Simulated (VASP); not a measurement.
The system is Ni3Ge.

```xyz
4
Lattice="3.5303 0.0000 0.0000 0.0000 3.5303 0.0000 0.0000 0.0000 3.5303" Properties=species:S:1:pos:R:3 pbc="T T T"
Ni    1.7652    0.0000    1.7652
Ni    0.0000    1.7652    1.7652
Ni    1.7652    1.7652    0.0000
Ge    0.0000    0.0000    0.0000
```

Program: VASP 6.6.1. Alike in all runs: task single point; level PBEsol; potentials or basis VASP PAW PBE potentials, release 64 (Ni, Ge_d); no spin polarisation; cell as given; cutoff (eV) 520. Hardware: 1 thread of Intel(R) Xeon(R) 6975P-C (Granite Rapids), on a shared host.

Problem. Order these runs on this cell by their wall time, lowest first.
A. k mesh 6 × 6 × 6; smearing gaussian 0.4 eV
B. k mesh 10 × 10 × 10; smearing gaussian 0.1 eV
C. k mesh 14 × 14 × 14; smearing gaussian 0.1 eV
D. k mesh 2 × 2 × 2; smearing gaussian 0.1 eV

Solution. D (5.7 s), A (13 s), B (27 s), C (78 s).

Caveats: some runs use coarse meshes.
